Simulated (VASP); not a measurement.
A run of VASP 6.6.1 is set up as follows.

File POSCAR:

```
Pb
1.0
    3.4784237633      0.0000000000      0.0000000000
   -1.7392118816      3.0124033441      0.0000000000
    0.0000000000      0.0000000000      5.7384349159
Pb
2
Direct
    0.3333333333      0.6666666667      0.2500000000
    0.6666666667      0.3333333333      0.7500000000
```

INCAR.step1

```
SYSTEM = Pb
ALGO     = Normal         ! electronic algorithm
EDIFF    = 1E-4           ! SCF threshold, eV
ENCUT    = 600            ! plane-wave cutoff, eV
GGA      = PE             ! functional
ISMEAR   = 0              ! smearing method
LASPH    = .TRUE.         ! aspherical terms in the spheres
LCHARG   = .FALSE.        ! write CHGCAR
LREAL    = .FALSE.        ! projectors in reciprocal space
LWAVE    = .TRUE.         ! write WAVECAR
NELM     = 100            ! most SCF steps
PREC     = Accurate       ! precision mode
SIGMA    = 0.1            ! smearing width, eV
```

The input INCAR.step2:

```
SYSTEM = Pb
ALGO     = Normal         ! electronic algorithm
EDIFF    = 1E-6           ! SCF threshold, eV
EDIFFG   = -0.01          ! ionic threshold
ENCUT    = 600            ! plane-wave cutoff, eV
IBRION   = 2              ! ionic algorithm
ISIF     = 4              ! what is computed and relaxed
ISMEAR   = 0              ! smearing method
ISTART   = 1            
LASPH    = .TRUE.         ! aspherical terms in the spheres
LCHARG   = .FALSE.        ! write CHGCAR
LMIXTAU  = .TRUE.       
LREAL    = .FALSE.        ! projectors in reciprocal space
LWAVE    = .FALSE.        ! write WAVECAR
METAGGA  = R2SCAN         ! meta-GGA
NELM     = 100            ! most SCF steps
NSW      = 50             ! ionic steps
PREC     = Accurate       ! precision mode
SIGMA    = 0.1            ! smearing width, eV
```

KPOINTS

```
k-points
0
G
  15 15 8
  0 0 0
```

Potentials or basis: VASP PAW PBE potentials, release 64 (Pb_d).

The run is started by

```console
$ cat potpaw_PBE.64/Pb_d/POTCAR > POTCAR
$ cp INCAR.step1 INCAR
$ mpirun -np 1 vasp_std > vasp.out
$ cp INCAR.step2 INCAR
$ mpirun -np 1 vasp_std > vasp.out
```

Question: Estimate the band gap on the k mesh.

Answer: Zero (bands 14 and 15 overlap by 8.12 eV).

Final structure:
```xyz
2
Lattice="3.4784 0.0000 0.0000 -1.7392 3.0124 0.0000 0.0000 0.0000 5.7384" Properties=species:S:1:pos:R:3 pbc="T T T"
Pb    0.0000    2.0083    1.4346
Pb    1.7392    1.0041    4.3038
```

Caveat: spin-orbit coupling is left out, which moves the levels of the heavy elements.
